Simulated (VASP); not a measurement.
A run of VASP 6.6.1 is set up as follows.

The input INCAR:

```
SYSTEM = CuO
PREC = Accurate
ENCUT = 520
EDIFF = 1E-6
ISMEAR = -1
SIGMA = 0.05
LREAL = .False.
LASPH = .True.
NELM = 80
ALGO = Normal
ISIF = 2
LWAVE = .False.
LCHARG = .True.
GGA = VW
LELF = .True.
LVHAR = .True.
NBANDS = 25
```

Contents of KPOINTS:

```
regular mesh
0
Gamma
  10 10 5
  0 0 0
```

The input POSCAR:

```
CuO
1.0
    2.3101994985     -1.6881714891      0.0000000000
    2.3101994985      1.6881714891      0.0000000000
   -0.8385391614      0.0000000000      4.9895114286
Cu O
2 2
Direct
    0.5000000000      0.0000000000      0.5000000000
    0.0000000000      0.5000000000      0.0000000000
    0.4184000000      0.5816000000      0.7500000000
    0.5816000000      0.4184000000      0.2500000000
```

Potentials or basis: VASP PAW PBE potentials, release 64 (Cu, O).

Run with:

```bash
$ cat potpaw_PBE.64/Cu/POTCAR potpaw_PBE.64/O/POTCAR > POTCAR
$ mpirun -np 1 vasp_std > vasp.out
```

(1) Estimate the pressure.

(2) What does it give for the largest force?

(3) Predict the band gap on the k mesh.

## Answers

(1) -1.6 GPa.

(2) 0.302 eV/Å.

(3) zero (band 17 reaches 6.09 eV, above the bottom of band 18 at 5.48 eV).

Caveat: the PAW data sets were made with another functional, which shifts forces and pressure a little; semilocal functionals often make such compounds metallic where correlation or magnetic order opens a gap, which also shifts bond lengths.
